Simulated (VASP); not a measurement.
# PtSe2 (P-3m1) in VASP: settings compared

Aim: see how the results for PtSe2 move with the level of theory and the settings. Levels: PBE, r2SCAN. Tasks: single point.

All numbers are computed with VASP 6.6.1; they aren't measurements. Logs are shortened: lines on timing, memory, paths and dates and some standing lists are left out, and cuts for length are marked.

## Step 1: The cell of the first run

Symmetry: P-3m1, No. 164, trigonal system. Conventional cell: a = 3.572 Å, b = 3.572 Å, c = 5.834 Å, α = 90.00°, β = 90.00°, γ = 120.00°. Pt (site symmetry -3m) has 6 Se at 2.49 Å within 3.3 Å. Within 3.3 Å of Se (site symmetry 3m) lie 3 Pt at 2.49 Å.

## Step 2: Single point, PBE (epitaxial xy strain -4.2%)

The input, INCAR:

```
SYSTEM = PtSe2
ALGO     = Normal         ! electronic algorithm
EDIFF    = 1E-6           ! SCF threshold, eV
ENCUT    = 520            ! plane-wave cutoff, eV
GGA      = PE             ! functional
ISIF     = 2              ! what is computed and relaxed
ISMEAR   = -1             ! smearing method
LASPH    = .True.         ! aspherical terms in the spheres
LCHARG   = .False.        ! write CHGCAR
LREAL    = .False.        ! projectors in reciprocal space
LWAVE    = .False.        ! write WAVECAR
NBANDS   = 18             ! bands
NELM     = 100            ! most SCF steps
PREC     = Accurate       ! precision mode
SIGMA    = 0.02           ! smearing width, eV
```

The input, KPOINTS:

```
k-points
0
Gamma
  12 12 6
  0 0 0
```

The input, POSCAR:

```
PtSe2
1.0
    3.5720470484      0.0000000000      0.0000000000
   -1.7860235242      3.0934834875      0.0000000000
    0.0000000000      0.0000000000      5.8335328495
Pt Se
1 2
Direct
    0.0000000000      0.0000000000      0.0000000000
    0.3333333333      0.6666666667      0.2379799375
    0.6666666667      0.3333333333      0.7620200625
```

Potentials or basis: VASP PAW PBE potentials, release 64 (Pt, Se).

Command:

```console
$ cat potpaw_PBE.64/Pt/POTCAR potpaw_PBE.64/Se/POTCAR > POTCAR
$ mpirun -np 1 vasp_std > vasp.out
```

OUTCAR:

```text
SYSTEM = PtSe2
   EDIFF = 1E-6
   ENCUT = 520
   GGA = PE
   ISIF = 2
   ISMEAR = -1
   LASPH = .True.
   LREAL = .False.
   NELM = 100
   PREC = Accurate

 ion  position               nearest neighbor table
   1  0.000  0.000  0.000-   2 2.49   3 2.49   3 2.49   2 2.49   3 2.49   2 2.49
   2  0.333  0.667  0.238-   1 2.49   1 2.49   1 2.49
   3  0.667  0.333  0.762-   1 2.49   1 2.49   1 2.49

  LATTYP: Found a hexagonal cell.
 ALAT       =     3.5720470484
 C/A-ratio  =     1.6331063870

  Lattice vectors:

 A1 = (   3.5720470484,   0.0000000000,   0.0000000000)
 A2 = (  -1.7860235242,   3.0934834875,   0.0000000000)
 A3 = (   0.0000000000,   0.0000000000,   5.8335328495)

Analysis of symmetry for initial positions (statically):
=====================================================================
 Subroutine PRICEL returns:
 Original cell was already a primitive cell.

 Routine SETGRP: Setting up the symmetry group for a
 hexagonal supercell.

 Subroutine GETGRP returns: Found 12 space group operations
 (whereof 12 operations were pure point group operations)
 out of a pool of 24 trial point group operations.

The static configuration has the point symmetry D_3d.

Analysis of symmetry for dynamics (positions and initial velocities):
=====================================================================
 Subroutine PRICEL returns:
 Original cell was already a primitive cell.

 Routine SETGRP: Setting up the symmetry group for a
 hexagonal supercell.

 Subroutine GETGRP returns: Found 12 space group operations
 (whereof 12 operations were pure point group operations)
 out of a pool of 24 trial point group operations.

The dynamic configuration has the point symmetry D_3d.

 Subroutine INISYM returns: Found 12 space group operations
 (whereof 12 operations are pure point group operations),
 and found     1 'primitive' translations

----------------------------------------------------------------------------------------

                                     Primitive cell

  volume of cell :      64.4609

  direct lattice vectors                    reciprocal lattice vectors
     3.572047048  0.000000000  0.000000000     0.279951520  0.161630085  0.000000000
    -1.786023524  3.093483487  0.000000000     0.000000000  0.323260171  0.000000000
     0.000000000  0.000000000  5.833532850     0.000000000  0.000000000  0.171422708

  length of vectors
     3.572047048  3.572047048  5.833532850     0.323260171  0.323260171  0.171422708

  position of ions in fractional coordinates (direct lattice)
     0.000000000  0.000000000  0.000000000
     0.333333333  0.666666667  0.237979938
     0.666666667  0.333333333  0.762020062

  ion indices of the primitive-cell ions
   primitive index   ion index
                 1           1
                 2           2
                 3           3

----------------------------------------------------------------------------------------

 KPOINTS: k-points

Automatic generation of k-mesh.
 Grid dimensions read from file:
 generate k-points for:   12   12    6

 Generating k-lattice:

  Cartesian coordinates                     Fractional coordinates (reciprocal lattice)
     0.023329293  0.013469174  0.000000000     0.083333333 -0.000000000  0.000000000
     0.000000000  0.026938348  0.000000000     0.000000000  0.083333333  0.000000000
     0.000000000  0.000000000  0.028570451     0.000000000  0.000000000  0.166666667

  Length of vectors
     0.026938348  0.026938348  0.028570451

  Shift w.r.t. Gamma in fractional coordinates (k-lattice)
     0.000000000  0.000000000  0.000000000

 Subroutine IBZKPT returns following result:
 ===========================================

 Found    100 irreducible k-points:

 Following reciprocal coordinates:
            Coordinates               Weight
  0.000000  0.000000  0.000000      1.000000
  0.083333  0.000000  0.000000      6.000000
  0.166667 -0.000000  0.000000      6.000000
  0.250000 -0.000000  0.000000      6.000000
  0.333333 -0.000000  0.000000      6.000000
  0.416667 -0.000000  0.000000      6.000000
[... 16 lines left out ...]
  0.166667 -0.000000  0.166667      6.000000
  0.000000  0.166667  0.166667      6.000000
 [... further k-points ...]
   k-points           NKPTS =    100   k-points in BZ     NKDIM =    100   number of bands    NBANDS=     18
   number of dos      NEDOS =    301   number of ions     NIONS =      3
   total plane-waves  NPLWV =  37632
   dimension x,y,z NGX =    28 NGY =   28 NGZ =   48
   dimension x,y,z NGXF=    56 NGYF=   56 NGZF=   96
   ions per type =               1   2
   NGX,Y,Z   is equivalent  to a cutoff of  13.03, 13.03, 13.68 a.u.
   NGXF,Y,Z  is equivalent  to a cutoff of  26.06, 26.06, 27.36 a.u.
 SYSTEM =  PtSe2
   PREC   = accura    normal or accurate (medium, high low for compatibility)
   ISTART =      0    job   : 0-new  1-cont  2-samecut
   ICHARG =      2    charge: 1-file 2-atom 10-const
   ISPIN  =      1    spin polarized calculation?
   LNONCOLLINEAR =      F non collinear calculations
   LSORBIT =      F    spin-orbit coupling
   LASPH  =      T    aspherical Exc in radial PAW
   ENCUT  =  520.0 eV  38.22 Ry    6.18 a.u.   6.64  6.64 10.85*2*pi/ulx,y,z
   NELM   =    100;   NELMIN=  2; NELMDL= -5     # of ELM steps
   EDIFF  = 0.1E-05   stopping-criterion for ELM
   LREAL  =      F    real-space projection
   EDIFFG = 0.1E-04   stopping-criterion for IOM
   NSW    =      0    number of steps for IOM
   IBRION =     -1    ionic relax: 0-MD 1-quasi-New 2-CG
   NFREE  =      0    steps in history (QN), initial steepest desc. (CG)
   ISIF   =      2    stress and relaxation
   ISYM   =      2    0-nonsym 1-usesym 2-fastsym
   POTIM  = 0.5000    time-step for ionic-motion
   TEBEG  =    0.0;   TEEND  =   0.0 temperature during run
   PSTRESS=    0.0 pullay stress
   NELECT =      22.0000    total number of electrons
   NUPDOWN=      -1.0000    fix difference up-down
   EMIN   =  10.00;   EMAX   =-10.00  energy-range for DOS
   EFERMI =   0.00;   METHOD = LEGACY
   ISMEAR =    -1;   SIGMA  =   0.02  broadening in eV -4-tet -1-fermi 0-gaus
   EFERMI_NEDOS =   21; number of points for ismear=-14 and -15
   IALGO  =     38    algorithm
   IMIX   =      4    mixing-type and parameters
     AMIX     =   0.40;   BMIX     =  1.00
     AMIX_MAG =   1.60;   BMIX_MAG =  1.00
  volume/ion in A,a.u.               =      21.49       145.00
  Fermi-wavevector in a.u.,A,eV,Ry     =   1.144064  2.161967 17.808416  1.308882
  Thomas-Fermi vector in A             =   2.280757
   LORBIT       =      0    0 simple, 1 ext, 2 COOP (PROOUT), +10 PAW based schemes
   GGA     = PE    functional components
   LHFCALC =     F    Hartree Fock is set to
   AEXX    =    0.0000 exact exchange contribution
   IVDW    =     0    specifies the selected vdW correction
   LEPSILON=     F    determine dielectric tensor
   LRPA    =     F    only Hartree local field effects (RPA)
 non-spin polarized calculation
  energy-cutoff  :      520.00
  volume of cell :       64.46
 maximum number of plane-waves:      1762
 NGX is ok and might be reduce to    28
   NGX = 13   NGY = 13   NGZ = 21

 number of electron      21.9999998 magnetization

 Free energy of the ion-electron system (eV)
  ---------------------------------------------------
  ext. energy  EPLUGINS =         0.00000000
  ---------------------------------------------------
  free energy    TOTEN  =       -14.08328123 eV

  energy without entropy =      -14.08328117  energy(sigma->0) =      -14.08328120

 E-fermi :   5.6295     XC(G=0): -10.2278

 val. band max:        5.3809170625   @ k =   0.0000   0.1667   0.1667
 cond. band min:       5.8656766477   @ k =   0.0000   0.2500   0.3333
 fundamental gap:      0.4847595853
 Fermi energy:         5.6295326879

 k-point     1 :       0.0000    0.0000    0.0000
  band No.  band energies     occupation
      1      -9.6049      2.00000
      2      -7.5608      2.00000
      3      -1.2844      2.00000
      4      -0.2835      2.00000
      5      -0.2835      2.00000
      6       1.8388      2.00000
[... 10 lines left out ...]
     17      13.7707      0.00000
     18      16.7708      0.00000

 k-point     2 :       0.0833    0.0000    0.0000
  band No.  band energies     occupation
      1      -9.5195      2.00000
      2      -7.5617      2.00000
      3      -1.1844      2.00000
      4      -0.2960      2.00000
      5      -0.2382      2.00000
      6       1.7291      2.00000
[... 10 lines left out ...]
     17      14.0754      0.00000
     18      16.3693      0.00000

 k-point     3 :       0.1667   -0.0000    0.0000
  band No.  band energies     occupation
      1      -9.2729      2.00000
      2      -7.5653      2.00000
      3      -0.9019      2.00000
      4      -0.2965      2.00000
      5      -0.1237      2.00000
      6       1.3159      2.00000
[... 10 lines left out ...]
     17      14.7764      0.00000
     18      14.9534      0.00000

 k-point     4 :       0.2500   -0.0000    0.0000
  band No.  band energies     occupation
      1      -8.8970      2.00000
      2      -7.5745      2.00000
      3      -0.5763      2.00000
      4      -0.1389      2.00000
      5      -0.0050      2.00000
      6       0.5586      2.00000
[... 375 lines left out ...]
      4      -0.2819      2.00000
      5      -0.2405      2.00000
      6       1.7211      2.00000
[... 10 lines left out ...]
     17      14.1849      0.00000
     18      15.6170      0.00000

 k-point    23 :       0.1667   -0.0000    0.1667
  band No.  band energies     occupation
      1      -9.2216      2.00000
      2      -7.6616      2.00000
      3      -0.7321      2.00000
      4      -0.3143      2.00000
      5      -0.1126      2.00000
      6       1.3361      2.00000
[... 10 lines left out ...]
     17      14.5213      0.00000
     18      14.9678      0.00000

 k-point    24 :       0.0000    0.1667    0.1667
  band No.  band energies     occupation
      1      -9.2274      2.00000
      2      -7.6484      2.00000
      3      -0.8466      2.00000
      4      -0.2045      2.00000
      5      -0.1331      2.00000
      6       1.2773      2.00000
[... 10 lines left out ...]
     17      14.3982      0.00000
     18      15.0446      0.00000

 [... further k-points ...]

------------------------ aborting loop because EDIFF is reached ----------------------------------------

  FORCE on cell =-STRESS in cart. coord.  units (eV):
  Direction    XX          YY          ZZ          XY          YZ          ZX
  --------------------------------------------------------------------------------------
  -------------------------------------------------------------------------------------
  Total        4.4276338      4.4276338      1.2934126      0.0000000      0.0000000      0.0000000
  in kB      110.0488861    110.0488861     32.1477836      0.0000000      0.0000000      0.0000000
  external PRESSURE =      84.0818520 kB  Pullay stress =       0.0000000 kB

 VOLUME and BASIS-vectors are now :
 -----------------------------------------------------------------------------
  energy-cutoff  :      520.00
  volume of cell :       64.46
      direct lattice vectors                 reciprocal lattice vectors
     3.572047048  0.000000000  0.000000000     0.279951520  0.161630085  0.000000000
    -1.786023524  3.093483487  0.000000000     0.000000000  0.323260171  0.000000000
     0.000000000  0.000000000  5.833532850     0.000000000  0.000000000  0.171422708

 POSITION                                       TOTAL-FORCE (eV/Angst)
 -----------------------------------------------------------------------------------
      0.00000      0.00000      0.00000         0.000000      0.000000      0.000000
     -0.00000      2.06232      1.38826        -0.000000     -0.000000      0.203910
      1.78602      1.03116      4.44527        -0.000000      0.000000     -0.203910
 -----------------------------------------------------------------------------------
    total drift:                               -0.000000     -0.000000      0.000000

  FREE ENERGIE OF THE ION-ELECTRON SYSTEM (eV)
  ---------------------------------------------------
  free  energy   TOTEN  =       -14.0832812284 eV

  energy  without entropy=      -14.0832811682  energy(sigma->0) =      -14.08328120
```

Run time: 69 s. Hardware: 1 thread of AMD EPYC 9R45 (Zen 5), shared host; peak memory 0.23 GiB.

Results:

```yaml
Free_energy: -14.0833 eV
Pressure: 8.4 GPa
Largest_force: 0.204 eV/Å
Band_gap_on_the_k_mesh: 0.48 eV (least direct gap 0.71 eV)
```

Forces in eV/Å, atoms in the order of the input:
```
Pt   0.000  0.000  0.000
Se   0.000  0.000  0.204
Se   0.000  0.000 -0.204
```

Stress tensor (GPa, compression positive):
```
11.00  0.00  0.00
 0.00 11.00  0.00
 0.00  0.00  3.21
```

Levels at points of the mesh, in eV from the valence-band top:
| k point | band 7 | band 8 | band 9 | band 10 | band 11 | band 12 | band 13 | band 14 | band 15 | band 16 |
| --- | --- | --- | --- | --- | --- | --- | --- | --- | --- | --- |
| (0.00, 0.00, 0.00) | -3.54 | -2.44 | -0.23 | -0.23 | -0.03 | 2.43 | 2.43 | 4.73 | 5.00 | 8.39 |
| (0.50, 0.00, 0.00) | -3.00 | -2.96 | -2.78 | -2.31 | -2.26 | 1.46 | 2.55 | 5.04 | 5.90 | 7.53 |
| (0.00, 0.00, 0.50) | -3.55 | -2.58 | -1.60 | -0.39 | -0.39 | 2.76 | 2.76 | 5.38 | 6.76 | 8.22 |
| (0.50, 0.00, 0.50) | -3.24 | -2.78 | -2.39 | -1.98 | -1.60 | 1.93 | 2.35 | 4.15 | 5.10 | 6.68 |

Caveat: the cell differs from its parent crystal (epitaxial xy strain -4.2%); the cell stands under pressure; spin-orbit coupling is left out, which moves the levels of the heavy elements; this functional lacks dispersion, which binds the layers, so the pressure and a relaxed spacing across them are unreliable.

## Step 3: Single point, PBE (strain +5.2%)

The input, INCAR:

```
  PREC = Accurate
  ENCUT = 520
  EDIFF = 1E-7
  ISMEAR = -1
  SIGMA = 0.02
  LREAL = False
  LASPH = True
  NELM = 80
  ALGO = Normal
  ISIF = 2
  LWAVE = False
  LCHARG = False
  GGA = PE
  NBANDS = 18
```

The input, KPOINTS:

```
Automatic mesh
0
Gamma
  12 12 6
```

The input, POSCAR:

```
PtSe2
1.0
    3.9244045078      0.0000000000      0.0000000000
   -1.9622022539      3.3986339985      0.0000000000
    0.0000000000      0.0000000000      5.5542073620
Pt Se
1 2
Direct
    0.0000000000      0.0000000000      0.0000000000
    0.3333333333      0.6666666667      0.2181860956
    0.6666666667      0.3333333333      0.7818139044
```

Potentials or basis: VASP PAW PBE potentials, release 64 (Pt, Se).

Command:

```console
$ cat potpaw_PBE.64/Pt/POTCAR potpaw_PBE.64/Se/POTCAR > POTCAR
$ mpirun -np 1 vasp_std > vasp.out
```

It took 82 s on 1 thread of AMD EPYC 9R45 (Zen 5), shared host; peak memory 0.25 GiB.

It converged, with:

```yaml
Free_energy: -14.1736 eV
Pressure: -4.0 GPa
Largest_force: 0.042 eV/Å
Band_gap_on_the_k_mesh: 0.19 eV (least direct gap 0.47 eV)
```

Forces on the atoms (eV/Å):
```
Pt   0.000  0.000  0.000
Se   0.000  0.000  0.042
Se   0.000  0.000 -0.042
```

Stress tensor (GPa, compression positive):
```
-6.02  0.00  0.00
 0.00 -6.02  0.00
 0.00  0.00  0.03
```

Levels at points of the mesh, in eV from the valence-band top:
```tsv
k point	band 8	band 9	band 10	band 11	band 12	band 13	band 14	band 15
(0.00, 0.00, 0.00)	-1.93	-1.01	-1.01	-0.07	1.71	1.71	3.42	4.28
(0.50, 0.00, 0.00)	-3.06	-3.04	-2.54	-2.41	0.96	2.01	4.18	5.78
(0.00, 0.00, 0.50)	-2.04	-1.54	-1.15	-1.15	2.00	2.00	4.82	5.08
(0.50, 0.00, 0.50)	-3.02	-2.83	-2.68	-1.24	1.19	1.49	4.22	5.22
```

Caveat: the cell differs from its parent crystal (strain +5.2%); the cell stands under tension; spin-orbit coupling is left out, which moves the levels of the heavy elements; this functional lacks dispersion, which binds the layers, so the pressure and a relaxed spacing across them are unreliable.

## Step 4: Single point, r2SCAN (epitaxial xy strain -4.2%)

The input, POSCAR:

```
PtSe2
1.0
    3.5720470484      0.0000000000      0.0000000000
   -1.7860235242      3.0934834875      0.0000000000
    0.0000000000      0.0000000000      5.8335328495
Pt Se
1 2
Direct
    0.0000000000      0.0000000000      0.0000000000
    0.3333333333      0.6666666667      0.2379799375
    0.6666666667      0.3333333333      0.7620200625
```

The input, INCAR.step1:

```
  PREC = Accurate
  ENCUT = 520
  ISMEAR = 0
  SIGMA = 0.01
  LREAL = F
  LASPH = T
  NELM = 80
  NBANDS = 18
  GGA = PE
  ALGO = Normal
  EDIFF = 1E-4
  LWAVE = T
  LCHARG = F
```

The input, INCAR.step2:

```
  PREC = Accurate
  ENCUT = 520
  EDIFF = 1E-6
  ISMEAR = 0
  SIGMA = 0.01
  LREAL = F
  LASPH = T
  NELM = 80
  ALGO = Normal
  ISIF = 2
  LWAVE = F
  LCHARG = T
  METAGGA = R2SCAN
  LMIXTAU = T
  LELF = T
  LVHAR = T
  NBANDS = 18
  ISTART = 1
```

KPOINTS is that of step 3.

Command:

```console
$ cat potpaw_PBE.64/Pt/POTCAR potpaw_PBE.64/Se/POTCAR > POTCAR
$ cp INCAR.step1 INCAR
$ mpirun -np 1 vasp_std > vasp.out
$ cp INCAR.step2 INCAR
$ mpirun -np 1 vasp_std > vasp.out
```

It took 5.2 min on 1 thread of AMD EPYC 9R45 (Zen 5), shared host; peak memory 0.25 GiB.

It converged, with:

- Free energy: -81.3602 eV
- Pressure: 6.1 GPa
- Largest force: 0.011 eV/Å
- Band gap on the k mesh: 0.70 eV (least direct gap 0.94 eV)

Forces in eV/Å, atoms in the order of the input:
```
Pt   0.000  0.000  0.000
Se   0.000  0.000 -0.011
Se   0.000  0.000  0.011
```

Stress tensor (GPa, compression positive):
```
8.52 0.00 0.00
0.00 8.52 0.00
0.00 0.00 1.39
```

Levels at points of the mesh, in eV from the valence-band top:
```tsv
k point	band 9	band 10	band 11	band 12	band 13	band 14
(0.00, 0.00, 0.00)	-0.24	-0.24	-0.02	2.60	2.60	5.43
(0.50, 0.00, 0.00)	-2.93	-2.42	-2.32	1.67	2.73	5.43
(0.00, 0.00, 0.50)	-1.60	-0.40	-0.40	2.93	2.93	5.99
(0.50, 0.00, 0.50)	-2.52	-2.04	-1.63	2.09	2.59	4.56
```

Caveat: the cell differs from its parent crystal (epitaxial xy strain -4.2%); the cell stands under pressure; the PAW data sets were made with another functional, which shifts forces and pressure a little; spin-orbit coupling is left out, which moves the levels of the heavy elements.

(Continued in part 2 of 2.)
